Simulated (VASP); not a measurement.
Here is a VASP 6.6.1 calculation.

INCAR

```
PREC     = Accurate       # precision mode
ENCUT    = 520            # plane-wave cutoff, eV
EDIFF    = 1E-7           # SCF threshold, eV
ISMEAR   = -1             # smearing method
SIGMA    = 0.05           # smearing width, eV
LREAL    = False          # projectors in reciprocal space
LASPH    = True           # aspherical terms in the spheres
NELM     = 80             # most SCF steps
ALGO     = Normal         # electronic algorithm
ISIF     = 2              # what is computed and relaxed
LWAVE    = False          # write WAVECAR
LCHARG   = False          # write CHGCAR
GGA      = CA             # functional
NBANDS   = 11             # bands
```

The input KPOINTS:

```
regular mesh
0
Gamma
  15 15 12
```

Contents of POSCAR:

```
MgB2
1.0
    3.0850007055      0.0000000000      0.0000000000
   -1.5425003528      2.6716889817      0.0000000000
    0.0000000000      0.0000000000      3.5582300000
Mg B
1 2
Direct
    0.0000000000      0.0000000000      0.0000000000
    0.3333333333      0.6666666667      0.5000000000
    0.6666666667      0.3333333333      0.5000000000
```

Potentials or basis: VASP PAW LDA potentials, release 64 (Mg, B).

Run with:

```sh
$ cat potpaw_LDA.64/Mg/POTCAR potpaw_LDA.64/B/POTCAR > POTCAR
$ mpirun -np 1 vasp_std > vasp.out
```

**Question.** Estimate the band gap on the k mesh.

**Answer.** Zero (band 4 reaches 6.88 eV, above the bottom of band 5 at 3.18 eV).

**Question.** What does it give for the pressure?

**Answer.** -9.1 GPa.

Stress tensor (GPa, compression positive):
```
-9.26  0.00  0.00
 0.00 -9.26  0.00
 0.00  0.00 -8.88
```

Caveat: the cell differs from its parent crystal (zz strain of +1 %).
